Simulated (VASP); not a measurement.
Wanted: the native input for a VASP 6.6.1 run.

- Task: single point
- Functional: PBE
- Potentials or basis: VASP PAW PBE potentials, release 64 (Sr_sv, Ti_sv, O)
- Cutoff: 520 eV
- k mesh: 8 × 8 × 8
- Occupations: gaussian, width 0.05 eV
- Spin: no spin polarisation
- Dipole correction: no
- Further INCAR settings: ALGO = Normal; EDIFF = 1e-06; NBANDS = 28

The structure of SrTiO3 lies in POSCAR:

```
SrTiO3
1.0
    3.9364094381      0.0000000000      0.0000000000
    0.0000000000      3.9364094381      0.0000000000
    0.0000000000      0.0000000000      3.9364094381
Sr Ti O
1 1 3
Direct
    0.0506962735      0.0000000000      0.0000000000
    0.4543771947      0.5000000000      0.5000000000
   -0.0398387310      0.5000000000      0.5000000000
    0.4493468090      0.0000000000      0.5000000000
    0.4493468090      0.5000000000      0.0000000000
```

This cell differs from its parent crystal: atoms displaced along several vibrational modes.

The input as run:

INCAR

```
ALGO     = Normal         # electronic algorithm
EDIFF    = 1E-6           # SCF threshold, eV
ENCUT    = 520            # plane-wave cutoff, eV
GGA      = PE             # functional
ISIF     = 2              # what is computed and relaxed
ISMEAR   = 0              # smearing method
LASPH    = True           # aspherical terms in the spheres
LCHARG   = True           # write CHGCAR
LELF     = True           # ELF
LREAL    = False          # projectors in reciprocal space
LVHAR    = True         
LWAVE    = False          # write WAVECAR
NBANDS   = 28             # bands
NELM     = 80             # most SCF steps
PREC     = Accurate       # precision mode
SIGMA    = 0.05           # smearing width, eV
```

KPOINTS

```
k-points
0
Gamma
  8 8 8
```

Potentials or basis: VASP PAW PBE potentials, release 64 (Sr_sv, Ti_sv, O).

The run is started by

```bash
$ cat potpaw_PBE.64/Sr_sv/POTCAR potpaw_PBE.64/Ti_sv/POTCAR potpaw_PBE.64/O/POTCAR > POTCAR
$ mpirun -np 1 vasp_std > vasp.out
```

Results of the run:

* Pressure: 4.2 GPa
* Largest force: 1.565 eV/Å
* Band gap on the k mesh: 1.71 eV (least direct gap 2.09 eV)

Caveat: the cell differs from its parent crystal (atoms displaced along several vibrational modes); the cell stands under pressure; forces of over 1 eV/Å act on the atoms, so gaps and moduli don't describe the material at rest.

Run time: 63 s on 1 thread of Intel(R) Xeon(R) 6975P-C (Granite Rapids) (shared host), peak memory 0.26 GiB.
